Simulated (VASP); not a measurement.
B5P3, 8 atoms in the cell. The structure is tetragonal, space group I4/mmm (No. 139). The conventional cell has a = 5.886 Å, b = 5.886 Å, c = 7.597 Å, α = 90.00°, β = 90.00°, γ = 90.00°. Within 3.8 Å of B (site symmetry 2/m) lie 8 B at 2.82 to 3.80 Å and 6 P at 2.82 Å. B (site symmetry 4/mmm) has 8 B at 2.82 Å and 6 P at 2.94 to 3.80 Å within 3.8 Å. P (site symmetry mmm) has 10 B at 2.82 to 2.94 Å and 4 P at 2.94 to 3.80 Å within 3.8 Å. Within 3.8 Å of P (site symmetry 4/mmm) lie 10 B at 2.82 to 3.80 Å and 4 P at 2.94 Å. The cell was built from a structure type or drawn by symmetry, and may not be a known phase.

```yaml
Program: VASP 6.6.1
Task: single point
Functional: PBE
Potentials_or_basis: VASP PAW PBE potentials, release 64 (B, P)
Cutoff: 520 eV
k_mesh: 4 × 4 × 4
Occupations: gaussian, width 0.1 eV
Spin: no spin polarisation
Dipole_correction: no
Further_INCAR_settings: ALGO = Normal; EDIFF = 1e-06; NBANDS = 25
```

Potentials or basis: VASP PAW PBE potentials, release 64 (B, P).

Command:

```console
$ cat potpaw_PBE.64/B/POTCAR potpaw_PBE.64/P/POTCAR > POTCAR
$ mpirun -np 1 vasp_std > vasp.out
```

Hardware: 1 thread of AMD EPYC 9R45 96-Core Processor (Zen 5) (shared host).

Task: Estimate the wall time of this run.

Result: It took 30 s on 1 thread of AMD EPYC 9R45 96-Core Processor (Zen 5), on a shared host, peak memory 0.22 GiB. Counts: scf iterations 11, k points 13.
